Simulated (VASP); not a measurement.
# AlGa2As3 (P6/mmm) in VASP: notebook

AlGa2As3 is run at these levels: PBE; tasks: relaxation of cell and atoms.

Everything below comes from runs of VASP 6.6.1. Logs are shortened: lines on timing, memory, paths and dates and some standing lists are left out, and cuts for length are marked.

### Step 1. The cell of the first run

It takes space group P6/mmm (No. 191, hexagonal). The conventional cell has a = 6.199 Å, b = 6.199 Å, c = 3.567 Å, α = 90.00°, β = 90.00°, γ = 120.00°. Within 4.7 Å of Al (site symmetry 6/mmm) lie 2 Al at 3.57 Å and 12 As at 3.58 Å and 6 Ga at 3.58 Å. Within 3.3 Å of Ga (site symmetry -6m2) lie 6 As at 2.53 Å. As (site symmetry mmm) has 4 Ga at 2.53 Å and 4 As at 3.10 Å within 3.3 Å.

The cell was generated, and may not be a known phase.

### Step 2. Relaxation of cell and atoms, PBE

The input, INCAR:

```
SYSTEM = AlGa2As3
PREC     = Accurate       ! precision mode
ENCUT    = 600            ! plane-wave cutoff, eV
EDIFF    = 1E-7           ! SCF threshold, eV
ISMEAR   = 0              ! smearing method
SIGMA    = 0.1            ! smearing width, eV
LREAL    = .FALSE.        ! projectors in reciprocal space
LASPH    = .TRUE.         ! aspherical terms in the spheres
NELM     = 100            ! most SCF steps
ALGO     = Normal         ! electronic algorithm
ISIF     = 3              ! what is computed and relaxed
LWAVE    = .FALSE.        ! write WAVECAR
LCHARG   = .FALSE.        ! write CHGCAR
GGA      = PE             ! functional
IBRION   = 2              ! ionic algorithm
NSW      = 90             ! ionic steps
EDIFFG   = -0.04          ! ionic threshold
```

The input, KPOINTS:

```
Automatic mesh
0
G
  3 3 6
  0 0 0
```

The input, POSCAR:

```
AlGa2As3
1.0
    6.1989793300      0.0000000000      0.0000000000
   -3.0994896700      5.3684735800      0.0000000000
    0.0000000000      0.0000000000      3.5667792900
Al Ga As
1 2 3
Direct
    0.0000000000      0.0000000000      0.5000000000
    0.3333333300      0.6666666700      0.5000000000
    0.6666666700      0.3333333300      0.5000000000
    0.0000000000      0.5000000000      0.0000000000
    0.5000000000      0.0000000000      0.0000000000
    0.5000000000      0.5000000000      0.0000000000
```

Potentials or basis: VASP PAW PBE potentials, release 64 (Al, Ga_d, As).

Run with:

```
> cat potpaw_PBE.64/Al/POTCAR potpaw_PBE.64/Ga_d/POTCAR potpaw_PBE.64/As/POTCAR > POTCAR
> mpirun -np 1 vasp_std > vasp.out
```

OUTCAR:

```text
SYSTEM = AlGa2As3
   PREC = Accurate
   ENCUT = 600
   EDIFF = 1E-7
   ISMEAR = 0
   LREAL = .FALSE.
   LASPH = .TRUE.
   NELM = 100
   ISIF = 3
   GGA = PE
   IBRION = 2
   NSW = 90
   EDIFFG = -0.04

 ion  position               nearest neighbor table
   1  0.000  0.000  0.500-
   2  0.333  0.667  0.500-   4 2.53   4 2.53   5 2.53   5 2.53   6 2.53   6 2.53
   3  0.667  0.333  0.500-   4 2.53   4 2.53   5 2.53   5 2.53   6 2.53   6 2.53
   4  0.000  0.500  0.000-   2 2.53   3 2.53   2 2.53   3 2.53
   5  0.500  0.000  0.000-   2 2.53   3 2.53   2 2.53   3 2.53
   6  0.500  0.500  0.000-   2 2.53   3 2.53   2 2.53   3 2.53

  LATTYP: Found a hexagonal cell.
 ALAT       =     6.1989793300
 C/A-ratio  =     0.5753817040

  Lattice vectors:

 A1 = (   6.1989793300,   0.0000000000,   0.0000000000)
 A2 = (  -3.0994896700,   5.3684735800,   0.0000000000)
 A3 = (   0.0000000000,   0.0000000000,   3.5667792900)

Analysis of symmetry for initial positions (statically):
=====================================================================
 Subroutine PRICEL returns:
 Original cell was already a primitive cell.

 Routine SETGRP: Setting up the symmetry group for a
 hexagonal supercell.

 Subroutine GETGRP returns: Found 24 space group operations
 (whereof 24 operations were pure point group operations)
 out of a pool of 24 trial point group operations.

The static configuration has the point symmetry D_6h.

Analysis of symmetry for dynamics (positions and initial velocities):
=====================================================================
 Subroutine PRICEL returns:
 Original cell was already a primitive cell.

 Routine SETGRP: Setting up the symmetry group for a
 hexagonal supercell.

 Subroutine GETGRP returns: Found 24 space group operations
 (whereof 24 operations were pure point group operations)
 out of a pool of 24 trial point group operations.

The dynamic configuration has the point symmetry D_6h.

 Subroutine INISYM returns: Found 24 space group operations
 (whereof 24 operations are pure point group operations),
 and found     1 'primitive' translations

----------------------------------------------------------------------------------------

                                     Primitive cell

  volume of cell :     118.6991

  direct lattice vectors                    reciprocal lattice vectors
     6.198979330  0.000000000  0.000000000     0.161316879  0.093136344  0.000000000
    -3.099489670  5.368473580  0.000000000     0.000000000  0.186272687  0.000000000
     0.000000000  0.000000000  3.566779290     0.000000000  0.000000000  0.280364979

  length of vectors
     6.198979330  6.198979335  3.566779290     0.186272687  0.186272687  0.280364979

[... 62 lines left out ...]
   ions per type =               1   2   3
   NGX,Y,Z   is equivalent  to a cutoff of  13.41, 13.41, 13.05 a.u.
   NGXF,Y,Z  is equivalent  to a cutoff of  26.82, 26.82, 26.10 a.u.
 SYSTEM =  AlGa2As3
   PREC   = accura    normal or accurate (medium, high low for compatibility)
   ISTART =      0    job   : 0-new  1-cont  2-samecut
   ICHARG =      2    charge: 1-file 2-atom 10-const
   ISPIN  =      1    spin polarized calculation?
   LNONCOLLINEAR =      F non collinear calculations
   LSORBIT =      F    spin-orbit coupling
   LASPH  =      T    aspherical Exc in radial PAW
   ENCUT  =  600.0 eV  44.10 Ry    6.64 a.u.  12.38 12.38  7.12*2*pi/ulx,y,z
   NELM   =    100;   NELMIN=  2; NELMDL= -5     # of ELM steps
   EDIFF  = 0.1E-06   stopping-criterion for ELM
   LREAL  =      F    real-space projection
   EDIFFG = -.4E-01   stopping-criterion for IOM
   NSW    =     90    number of steps for IOM
   IBRION =      2    ionic relax: 0-MD 1-quasi-New 2-CG
   NFREE  =      1    steps in history (QN), initial steepest desc. (CG)
   ISIF   =      3    stress and relaxation
   ISYM   =      2    0-nonsym 1-usesym 2-fastsym
   POTIM  = 0.5000    time-step for ionic-motion
   TEBEG  =    0.0;   TEEND  =   0.0 temperature during run
   PSTRESS=    0.0 pullay stress
   NELECT =      44.0000    total number of electrons
   NUPDOWN=      -1.0000    fix difference up-down
   EMIN   =  10.00;   EMAX   =-10.00  energy-range for DOS
   EFERMI =   0.00;   METHOD = LEGACY
   ISMEAR =     0;   SIGMA  =   0.10  broadening in eV -4-tet -1-fermi 0-gaus
   EFERMI_NEDOS =   21; number of points for ismear=-14 and -15
   IALGO  =     38    algorithm
   IMIX   =      4    mixing-type and parameters
     AMIX     =   0.40;   BMIX     =  1.00
     AMIX_MAG =   1.60;   BMIX_MAG =  1.00
  volume/ion in A,a.u.               =      19.78       133.50
  Fermi-wavevector in a.u.,A,eV,Ry     =   1.176007  2.222331 18.816761  1.382993
  Thomas-Fermi vector in A             =   2.312378
   LORBIT       =      0    0 simple, 1 ext, 2 COOP (PROOUT), +10 PAW based schemes
   GGA     = PE    functional components
   LHFCALC =     F    Hartree Fock is set to
   AEXX    =    0.0000 exact exchange contribution
   IVDW    =     0    specifies the selected vdW correction
   LEPSILON=     F    determine dielectric tensor
   LRPA    =     F    only Hartree local field effects (RPA)
 conjugate gradient relaxation of ions
 non-spin polarized calculation
 Gauss-broadening in eV      SIGMA  =   0.10
  energy-cutoff  :      600.00
  volume of cell :      118.70
 maximum number of plane-waves:      3984
 NGX is ok and might be reduce to    50
   NGX = 25   NGY = 25   NGZ = 15

--------------------------------------- Ionic step        1  -------------------------------------------

 number of electron      44.0000007 magnetization

 Free energy of the ion-electron system (eV)
  ---------------------------------------------------
  ext. energy  EPLUGINS =         0.00000000
  ---------------------------------------------------
  free energy    TOTEN  =       -20.75426273 eV

  energy without entropy =      -20.73352911  energy(sigma->0) =      -20.74389592

 E-fermi :   5.5593     XC(G=0): -10.3055

 val. band max:        5.5316316996   @ k =   0.3333   0.3333   0.3333
 cond. band min:       5.5673926830   @ k =   0.3333   0.0000   0.3333
 fundamental gap:      0.0357609834
 Fermi energy:         5.5593062695

 k-point     1 :       0.0000    0.0000    0.0000
  band No.  band energies     occupation
      1      -9.5453      2.00000
      2      -9.4444      2.00000
      3      -9.4363      2.00000
      4      -9.4363      2.00000
      5      -9.4288      2.00000
      6      -9.4288      2.00000
[... 536 lines left out ...]
--------------------------------------- Ionic step        6  -------------------------------------------

 number of electron      43.9999987 magnetization

 Free energy of the ion-electron system (eV)
  ---------------------------------------------------
  ext. energy  EPLUGINS =         0.00000000
  ---------------------------------------------------
  free energy    TOTEN  =       -21.33910834 eV

  energy without entropy =      -21.32096904  energy(sigma->0) =      -21.33003869

 E-fermi :   4.1196     XC(G=0):  -9.6318

 val. band max:        4.0618454503   @ k =   0.0000   0.0000   0.1667
 cond. band min:       4.1268322078   @ k =   0.3333   0.0000   0.3333
 fundamental gap:      0.0649867575
 Fermi energy:         4.1196300171

 k-point     1 :       0.0000    0.0000    0.0000
  band No.  band energies     occupation
      1     -10.6547      2.00000
      2     -10.6463      2.00000
      3     -10.6463      2.00000
      4     -10.6267      2.00000
      5     -10.6267      2.00000
      6     -10.6262      2.00000
[... 370 lines left out ...]
  FREE ENERGIE OF THE ION-ELECTRON SYSTEM (eV)
  ---------------------------------------------------
  free  energy   TOTEN  =       -21.3391083433 eV

  energy  without entropy=      -21.3209690423  energy(sigma->0) =      -21.33003869

 reached required accuracy - stopping structural energy minimisation
```

Wall time 2.2 min (1 thread of AMD EPYC 9R45 (Zen 5), shared host); peak memory 0.25 GiB.

Results:

- Free energy: -21.3391 eV
- Relaxed volume: 23.08 Å³/atom
- Relaxed cell: a = 6.597 Å, b = 6.597 Å, c = 3.675 Å, α = 90.00°, β = 90.00°, γ = 120.00°
- Space group after relaxing (to 0.1 Å): P6/mmm (No. 191)
- Energy gained by relaxing: 97.5 meV/atom
- Ionic steps: 6
- Pressure after relaxing: -0.1 GPa
- Band gap on the k mesh: zero (bands 22 and 23 overlap by 1.43 eV)

The path:
```
step  energy change (eV)  largest force (eV/Å)  pressure (GPa)  volume (Å³)
   1              0.0000                0.0000           10.70       118.70
   2             -0.5440                0.0000           -1.68       142.87
   3             -0.5685                0.0000           -0.03       137.93
   4             -0.5684                0.0000           -0.18       138.34
   5             -0.5832                0.0000           -0.10       138.45
   6             -0.5848                0.0000           -0.07       138.49
```

Final structure:
```yaml
crystal:
  lattice:
    - [6.59658, 0.00000, 0.00000]
    - [-3.29829, 5.71280, 0.00000]
    - [0.00000, 0.00000, 3.67481]
  atoms:
    - { symbol: Al, position: [0.00000, 0.00000, 0.50000] }
    - { symbol: Ga, position: [0.33333, 0.66667, 0.50000] }
    - { symbol: Ga, position: [0.66667, 0.33333, 0.50000] }
    - { symbol: As, position: [0.00000, 0.50000, 0.00000] }
    - { symbol: As, position: [0.50000, 0.00000, 0.00000] }
    - { symbol: As, position: [0.50000, 0.50000, 0.00000] }
```

Caveat: the k points lie up to 0.37 Å⁻¹ apart in the final cell, too coarse for converged energies and pressures of a metal; the volume moved by over 15 % at a fixed basis, so the end points are rough.

(Continued in part 2 of 2.)

The gap in the log of VASP goes by the Fermi energy; the results here count the filled bands.